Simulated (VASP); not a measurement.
# Mg (Pm-3m) in VASP: single point with PBEsol

Aim: the single point of Mg with PBEsol.

Program: VASP 6.6.1. These are calculated values, not measurements. Logs are shortened: lines on timing, memory, paths and dates and some standing lists are left out, and cuts for length are marked.

### 1 The cell of the first run

Symmetry: Pm-3m, No. 221, cubic system. The conventional cell has a = 4.252 Å, b = 4.252 Å, c = 4.252 Å, α = 90.00°, β = 90.00°, γ = 90.00°. Within 5.6 Å of Mg (site symmetry m-3m) lie 6 Mg at 4.25 Å.

### 2 Single point, PBEsol

Input file INCAR:

```
SYSTEM = Mg
PREC = Accurate
ENCUT = 600
EDIFF = 1E-6
ISMEAR = 1
SIGMA = 0.1
LREAL = .False.
LASPH = .True.
NELM = 120
ALGO = Normal
ISIF = 2
LWAVE = .False.
LCHARG = .False.
GGA = PS
NBANDS = 7
GGA_COMPAT = .False.
```

Input file KPOINTS:

```
Automatic mesh
0
Gamma
  4 4 4
  0 0 0
```

Input file POSCAR:

```
Mg
1.0
    4.2523070000      0.0000000000      0.0000000000
    0.0000000000      4.2523070000      0.0000000000
    0.0000000000      0.0000000000      4.2523070000
Mg
1
Direct
    0.5000000000      0.5000000000      0.5000000000
```

Potentials or basis: VASP PAW PBE potentials, release 64 (Mg).

On the command line:

```bash
$ cat potpaw_PBE.64/Mg/POTCAR > POTCAR
$ mpirun -np 1 vasp_std > vasp.out
```

OUTCAR:

```text
SYSTEM = Mg
   PREC = Accurate
   ENCUT = 600
   EDIFF = 1E-6
   ISMEAR = 1
   LREAL = .False.
   LASPH = .True.
   NELM = 120
   ISIF = 2
   GGA = PS

 ion  position               nearest neighbor table
   1  0.500  0.500  0.500-

  LATTYP: Found a simple cubic cell.
 ALAT       =     4.2523070000

  Lattice vectors:

 A1 = (   4.2523070000,   0.0000000000,   0.0000000000)
 A2 = (   0.0000000000,   4.2523070000,   0.0000000000)
 A3 = (   0.0000000000,   0.0000000000,   4.2523070000)

Analysis of symmetry for initial positions (statically):
=====================================================================
 Subroutine PRICEL returns:
 Original cell was already a primitive cell.

 Routine SETGRP: Setting up the symmetry group for a
 simple cubic supercell.

 Subroutine GETGRP returns: Found 48 space group operations
 (whereof 48 operations were pure point group operations)
 out of a pool of 48 trial point group operations.

The static configuration has the point symmetry O_h .

Analysis of symmetry for dynamics (positions and initial velocities):
=====================================================================
 Subroutine PRICEL returns:
 Original cell was already a primitive cell.

 Routine SETGRP: Setting up the symmetry group for a
 simple cubic supercell.

 Subroutine GETGRP returns: Found 48 space group operations
 (whereof 48 operations were pure point group operations)
 out of a pool of 48 trial point group operations.

The dynamic configuration has the point symmetry O_h .

 Subroutine INISYM returns: Found 48 space group operations
 (whereof 48 operations are pure point group operations),
 and found     1 'primitive' translations

----------------------------------------------------------------------------------------

                                     Primitive cell

  volume of cell :      76.8907

  direct lattice vectors                    reciprocal lattice vectors
     4.252307000  0.000000000  0.000000000     0.235166464  0.000000000  0.000000000
     0.000000000  4.252307000  0.000000000     0.000000000  0.235166464  0.000000000
     0.000000000  0.000000000  4.252307000     0.000000000  0.000000000  0.235166464

  length of vectors
     4.252307000  4.252307000  4.252307000     0.235166464  0.235166464  0.235166464

  position of ions in fractional coordinates (direct lattice)
     0.500000000  0.500000000  0.500000000
[... 60 lines left out ...]
   NELM   =    120;   NELMIN=  2; NELMDL= -5     # of ELM steps
   EDIFF  = 0.1E-05   stopping-criterion for ELM
   LREAL  =      F    real-space projection
   EDIFFG = 0.1E-04   stopping-criterion for IOM
   NSW    =      0    number of steps for IOM
   IBRION =     -1    ionic relax: 0-MD 1-quasi-New 2-CG
   NFREE  =      0    steps in history (QN), initial steepest desc. (CG)
   ISIF   =      2    stress and relaxation
   ISYM   =      2    0-nonsym 1-usesym 2-fastsym
   POTIM  = 0.5000    time-step for ionic-motion
   TEBEG  =    0.0;   TEEND  =   0.0 temperature during run
   PSTRESS=    0.0 pullay stress
   NELECT =       2.0000    total number of electrons
   NUPDOWN=      -1.0000    fix difference up-down
   EMIN   =  10.00;   EMAX   =-10.00  energy-range for DOS
   EFERMI =   0.00;   METHOD = LEGACY
   ISMEAR =     1;   SIGMA  =   0.10  broadening in eV -4-tet -1-fermi 0-gaus
   EFERMI_NEDOS =   21; number of points for ismear=-14 and -15
   IALGO  =     38    algorithm
   IMIX   =      4    mixing-type and parameters
     AMIX     =   0.40;   BMIX     =  1.00
     AMIX_MAG =   1.60;   BMIX_MAG =  1.00
  volume/ion in A,a.u.               =      76.89       518.88
  Fermi-wavevector in a.u.,A,eV,Ry     =   0.485058  0.916626  3.201194  0.235281
  Thomas-Fermi vector in A             =   1.485083
   LORBIT       =      0    0 simple, 1 ext, 2 COOP (PROOUT), +10 PAW based schemes
   GGA     = PS    functional components
   LHFCALC =     F    Hartree Fock is set to
   AEXX    =    0.0000 exact exchange contribution
   IVDW    =     0    specifies the selected vdW correction
   LEPSILON=     F    determine dielectric tensor
   LRPA    =     F    only Hartree local field effects (RPA)
 non-spin polarized calculation
 Methfessel and Paxton  Order N= 1 SIGMA  =   0.10
  energy-cutoff  :      600.00
  volume of cell :       76.89
 maximum number of plane-waves:      2612
 NGX is ok and might be reduce to    36
   NGX = 17   NGY = 17   NGZ = 17

 number of electron       2.0000000 magnetization

 Free energy of the ion-electron system (eV)
  ---------------------------------------------------
  ext. energy  EPLUGINS =         0.00000000
  ---------------------------------------------------
  free energy    TOTEN  =        -0.33140934 eV

  energy without entropy =       -0.32949156  energy(sigma->0) =       -0.33077008

 E-fermi :  -1.3758     XC(G=0):  -5.2258

 val. band max:       -1.3945514776   @ k =   0.5000   0.5000   0.2500
 cond. band min:      -1.0939640824   @ k =   0.5000   0.2500   0.0000
 fundamental gap:      0.3005873952
 Fermi energy:        -1.3758334330

 k-point     1 :       0.0000    0.0000    0.0000
  band No.  band energies     occupation
      1      -4.5687      2.00000
      2       3.1925      0.00000
      3       3.1925      0.00000
      4       3.1925      0.00000
      5       4.1007      0.00000
      6       4.1007      0.00000
      7       4.8901      0.00000
[... 81 lines left out ...]
 k-point    10 :       0.5000    0.5000    0.5000
  band No.  band energies     occupation
      1      -0.3969     -0.00000
      2       0.8246      0.00000
      3       0.8246      0.00000
      4       0.8246      0.00000
      5       3.0393      0.00000
      6       3.0393      0.00000
      7       3.0393      0.00000

------------------------ aborting loop because EDIFF is reached ----------------------------------------

  FORCE on cell =-STRESS in cart. coord.  units (eV):
  Direction    XX          YY          ZZ          XY          YZ          ZX
  --------------------------------------------------------------------------------------
  -------------------------------------------------------------------------------------
  Total       -0.7390091     -0.7390091     -0.7390091     -0.0000000     -0.0000000      0.0000000
  in kB      -15.3987880    -15.3987880    -15.3987880     -0.0000000     -0.0000000      0.0000000
  external PRESSURE =     -15.3987880 kB  Pullay stress =       0.0000000 kB

 VOLUME and BASIS-vectors are now :
 -----------------------------------------------------------------------------
  energy-cutoff  :      600.00
  volume of cell :       76.89
      direct lattice vectors                 reciprocal lattice vectors
     4.252307000  0.000000000  0.000000000     0.235166464  0.000000000  0.000000000
     0.000000000  4.252307000  0.000000000     0.000000000  0.235166464  0.000000000
     0.000000000  0.000000000  4.252307000     0.000000000  0.000000000  0.235166464

 POSITION                                       TOTAL-FORCE (eV/Angst)
 -----------------------------------------------------------------------------------
      2.12615      2.12615      2.12615         0.000000      0.000000      0.000000
 -----------------------------------------------------------------------------------
    total drift:                                0.000000      0.000000      0.000000

  FREE ENERGIE OF THE ION-ELECTRON SYSTEM (eV)
  ---------------------------------------------------
  free  energy   TOTEN  =        -0.3314093439 eV

  energy  without entropy=       -0.3294915608  energy(sigma->0) =       -0.33077008
```

OSZICAR:

```text
N       E                     dE             d eps       ncg     rms          rms(c)
DAV:   1     0.527675542062E+00    0.52768E+00   -0.68103E+02   140   0.216E+02
DAV:   2    -0.324794594040E+00   -0.85247E+00   -0.81997E+00   189   0.952E+00
DAV:   3    -0.333593662989E+00   -0.87991E-02   -0.87994E-02   168   0.136E+00
DAV:   4    -0.333621880242E+00   -0.28217E-04   -0.28217E-04   189   0.730E-02
DAV:   5    -0.333622174159E+00   -0.29392E-06   -0.29376E-06   168   0.566E-03    0.328E-01
DAV:   6    -0.332513351683E+00    0.11088E-02   -0.91382E-04   182   0.127E-01    0.220E-01
DAV:   7    -0.331150863822E+00    0.13625E-02   -0.41746E-03   154   0.262E-01    0.282E-02
DAV:   8    -0.331401829744E+00   -0.25097E-03   -0.39178E-04   147   0.576E-02    0.757E-03
DAV:   9    -0.331409535487E+00   -0.77057E-05   -0.16573E-05   182   0.146E-02    0.344E-03
DAV:  10    -0.331409343853E+00    0.19163E-06   -0.33088E-06   154   0.642E-03
   1 F= -.33140934E+00 E0= -.33077008E+00  d E =-.191778E-02
```

stdout:

```text
POSCAR found type information on POSCAR Mg
 POSCAR found :  1 types and       1 ions
 scaLAPACK will be used
 -----------------------------------------------------------------------------
|                                                                             |
|                                                                             |
|     You enforced a specific xc type in the INCAR file but a different       |
|     I HOPE YOU KNOW WHAT YOU ARE DOING!                                     |
|                                                                             |
 -----------------------------------------------------------------------------

 LDA part: xc-table for (Slater+PW92), standard interpolation
 POSCAR, INCAR and KPOINTS ok, starting setup
 FFT: planning ... GRIDC
 FFT: planning ... GRID_SOFT
 FFT: planning ... GRID
 WAVECAR not read
 entering main loop
```

Run time: 10 s. Hardware: 1 thread of Intel Xeon 8259CL, shared host; peak memory 0.19 GiB.

What came out:

```yaml
Free_energy: -0.3314 eV
Pressure: -1.5 GPa
Band_gap_on_the_k_mesh: zero (band 1 reaches -0.40 eV, above the bottom of band 2 at -1.53 eV)
```

Caveat: the k points lie up to 0.37 Å⁻¹ apart; the PAW data sets were made with another functional, which shifts forces and pressure a little.
